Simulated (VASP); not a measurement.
Write the native input for VASP 6.6.1 that does the following.

```yaml
Task: single point
Functional: PBEsol
Potentials_or_basis: VASP PAW PBE potentials, release 64 (Cu, O)
Cutoff: 520 eV
k_mesh: 7 × 7 × 2
Occupations: fermi-dirac, width 0.02 eV
Spin: collinear spin
Starting_moments: "[1.0, 1.0, 1.0, 1.0, 0.0, 0.0, 0.0, 0.0] μB"
Hubbard_terms: Cu d U = 6.6 eV
Dipole_correction: no
Further_INCAR_settings: ALGO = Normal; EDIFF = 1e-06; NBANDS = 48
```

The structure of CuO lies in POSCAR:

```
CuO
1.0
    2.3395500000     -1.7402500000      0.0000000000
    2.3395500000      1.7402500000      0.0000000000
   -1.5304000000      0.0000000000     10.1215600000
Cu O
4 4
Direct
    0.0000000000      0.5000000000      0.0000000000
    0.0000000000      0.5000000000      0.5000000000
    0.5000000000      0.0000000000      0.2500000000
    0.5000000000      0.0000000000      0.7500000000
    0.5477000000      0.4523000000      0.1250000000
    0.5477000000      0.4523000000      0.6250000000
    0.4523000000      0.5477000000      0.3750000000
    0.4523000000      0.5477000000      0.8750000000
```

One way to write it, as run:

INCAR

```
ALGO     = Normal         # electronic algorithm
EDIFF    = 1E-6           # SCF threshold, eV
ENCUT    = 520            # plane-wave cutoff, eV
GGA      = PS             # functional
ISIF     = 2              # what is computed and relaxed
ISMEAR   = -1             # smearing method
ISPIN    = 2              # spin polarisation
LASPH    = True           # aspherical terms in the spheres
LCHARG   = True           # write CHGCAR
LDAU     = True           # DFT+U
LDAUJ    = 0 0          
LDAUL    = 2 -1           # shell
LDAUPRINT= 1            
LDAUTYPE = 2            
LDAUU    = 6.6 0          # U, eV
LELF     = True           # ELF
LMAXMIX  = 4              # l up to which the mixer works
LORBIT   = 11             # projections on sites
LREAL    = False          # projectors in reciprocal space
LVHAR    = True         
LWAVE    = False          # write WAVECAR
MAGMOM   = 1 1 1 1 0 0 0 0 # initial moments
NBANDS   = 48             # bands
NELM     = 150            # most SCF steps
PREC     = Accurate       # precision mode
SIGMA    = 0.02           # smearing width, eV
```

KPOINTS

```
k-points
0
Gamma
  7 7 2
```

Potentials or basis: VASP PAW PBE potentials, release 64 (Cu, O).

The run is started by

```sh
$ cat potpaw_PBE.64/Cu/POTCAR potpaw_PBE.64/O/POTCAR > POTCAR
$ mpirun -np 1 vasp_std > vasp.out
```

It gave:

```json
{"Pressure": "-4.2 GPa", "Largest force": "0.304 eV/Å", "Band gap on the k mesh": "0.64 eV", "Net moment": "4.00 μB per cell", "Site moments": "Cu +0.69; O +0.27 μB", "Valence electrons inside the program's atomic spheres": "Cu 9.97; O 4.98"}
```

Caveat: the stress differs along the axes, from -8 to -2 GPa; semilocal functionals underestimate gaps, and a narrow one can read as zero; the PAW data sets were made with another functional, which shifts forces and pressure a little.

Wall time 8.4 min on 1 thread of Oxide Virtual Turin-like Processor, with other jobs on the host, peak memory 0.31 GiB.
